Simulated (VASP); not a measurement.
The system is Sb.

```
CELL_PARAMETERS angstrom
3.12240 0.00000 0.00000
0.00000 4.34752 0.00000
-0.03891 0.00000 4.40585
ATOMIC_POSITIONS crystal
Sb 0.01139 0.25000 0.24117
Sb 0.98861 0.75000 0.75883
```

- Program: VASP 6.6.1
- Task: relaxation of cell and atoms
- Functional: PBE-based screened hybrid with 25 % exact exchange
- Potentials or basis: VASP PAW PBE potentials, release 64 (Sb)
- Cutoff: 600 eV
- k mesh: 5 × 3 × 3
- Occupations: fermi-dirac, width 0.05 eV
- Spin: no spin polarisation

At the start: pressure -1.2 GPa; volume 29.90 Å³/atom.

Problem. Where does the relaxation end?

Solution. Over 27 steps the energy falls by 30.1 meV/atom and the volume is 30.15 Å³/atom (+0.8 %); space group P2_1/m (No. 11, to 0.1 Å) before, Pmma (No. 51, to 0.1 Å).

Step by step:
| step | energy change (eV) | largest force (eV/Å) | pressure (GPa) | volume (Å³) |
| --- | --- | --- | --- | --- |
| 1 | 0.0000 | 0.2177 | -1.20 | 59.81 |
| 2 | -0.0133 | 0.1392 | 0.91 | 57.82 |
| 3 | -0.0286 | 0.1750 | 0.16 | 58.75 |
| 4 | -0.0286 | 0.1760 | 0.13 | 58.77 |
| 5 | -0.0317 | 0.1883 | 0.04 | 58.92 |
| 6 | -0.0408 | 0.2055 | -0.20 | 59.36 |
| 7 | -0.0542 | 0.1271 | -0.47 | 60.24 |
| 8 | -0.0301 | 0.4100 | -0.44 | 62.01 |
| 9 | -0.0560 | 0.0650 | -0.51 | 60.52 |
| 10 | -0.0583 | 0.0278 | -0.25 | 60.39 |
| 11 | -0.0592 | 0.0332 | 0.03 | 60.25 |
| 12 | -0.0592 | 0.0372 | 0.06 | 60.23 |
| 13 | -0.0595 | 0.0261 | 0.01 | 60.28 |
| 14 | -0.0597 | 0.0233 | -0.11 | 60.38 |
| 15 | -0.0597 | 0.0208 | -0.09 | 60.36 |
| 16 | -0.0598 | 0.0188 | -0.03 | 60.30 |
| 17 | -0.0599 | 0.0162 | 0.06 | 60.21 |
| 18 | -0.0600 | 0.0147 | 0.05 | 60.22 |
| 19 | -0.0600 | 0.0131 | 0.03 | 60.25 |
| 20 | -0.0601 | 0.0110 | -0.03 | 60.31 |
| 21 | -0.0601 | 0.0129 | -0.09 | 60.36 |
| 22 | -0.0602 | 0.0107 | -0.06 | 60.33 |
| 23 | -0.0602 | 0.0057 | 0.01 | 60.25 |
| 24 | -0.0603 | 0.0035 | 0.02 | 60.26 |
| 25 | -0.0603 | 0.0034 | 0.02 | 60.26 |
| 26 | -0.0603 | 0.0033 | 0.02 | 60.26 |
| 27 | -0.0603 | 0.0032 | -0.01 | 60.29 |

Final structure:
```
CELL_PARAMETERS angstrom
3.17265 0.00000 0.01307
0.00000 4.29169 0.00000
-0.02247 0.00000 4.42781
ATOMIC_POSITIONS crystal
Sb 0.99979 0.25000 0.21778
Sb 0.00021 0.75000 0.78222
```

Caveat: the k points lie up to 0.49 Å⁻¹ apart in the final cell, too coarse for converged energies and pressures of a metal; the PAW data sets were made with another functional, which shifts forces and pressure a little.
